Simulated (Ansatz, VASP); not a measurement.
## Ge: VASP beside Ansatz

```
Ge
1.0
     4.05558    0.00000    0.00000
    -2.02779    3.51224    0.00000
     0.00000    0.00000    6.60271
Ge
4
Direct
  0.66667 0.33333 0.06298
  0.33333 0.66667 0.56298
  0.66667 0.33333 0.43702
  0.33333 0.66667 0.93702
```

Change from the starting cell: strain +0.015 along x and y, +0.000 along z, atoms carried along.

Alike in both runs: task single point; functional r2SCAN; k mesh 12 × 12 × 6; occupations gaussian, width 0.03 eV; no spin polarisation.

```csv
,VASP,Ansatz
version,VASP 6.6.1,Ansatz 0.2.0
potentials or method,"VASP PAW PBE potentials, release 64 (Ge_d), cutoff 520 eV","scalar-relativistic, plane waves, PAW"
valence electrons in the cell,56,56
```

```tsv
	VASP	Ansatz	Ansatz less VASP
gap on the k mesh at the Fermi level (eV)	none	none	-
pressure (GPa)	-1.9	-1.9	-0.04
traceless stress, the component that is largest in VASP (GPa)	1.69	1.68	-0.016
rms of the force components (eV/Å)	0.075	0.078	+0.0027
```

VASP's potentials were made for PBE, not for r2SCAN. Atom by atom the forces differ by 0.003 eV/Å (rms over components). A gap of «none» marks a metal or a gap that the smearing closes. With one functional, cell and mesh, what is left measures potentials, basis and numerics.
